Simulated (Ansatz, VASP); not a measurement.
**Al3BP4: VASP beside Ansatz**

```
Al B P
1.0
     5.12625    0.00000    0.00000
     0.00000    5.12625    0.00000
     0.00000    0.00000    5.12625
Al B P
3 1 4
Direct
  0.00000 0.00000 0.50000
  0.00000 0.50000 0.00000
  0.50000 0.00000 0.00000
  0.50000 0.50000 0.50000
  0.25000 0.25000 0.25000
  0.25000 0.75000 0.75000
  0.75000 0.25000 0.75000
  0.75000 0.75000 0.25000
```

Alike in both runs: task single point; functional PBE; k mesh 4 × 4 × 4; occupations gaussian, width 0.1 eV; no spin polarisation.

```csv
,VASP,Ansatz
version,VASP 6.6.1,Ansatz 0.2.0
potentials or method,"VASP PAW PBE potentials, release 64 (Al, B, P), cutoff 520 eV","scalar-relativistic, plane waves, PAW"
valence electrons in the cell,32,32
```

|  | VASP | Ansatz | Ansatz less VASP |
| --- | --- | --- | --- |
| gap on the k mesh at the Fermi level (eV) | 0.93 | 0.93 | +0.003 |
| least direct gap on the mesh (eV) | 0.93 | 0.93 | +0.003 |
| pressure (GPa) | 14.2 | 14.3 | +0.15 |

With one functional, cell and mesh, what is left measures potentials, basis and numerics.
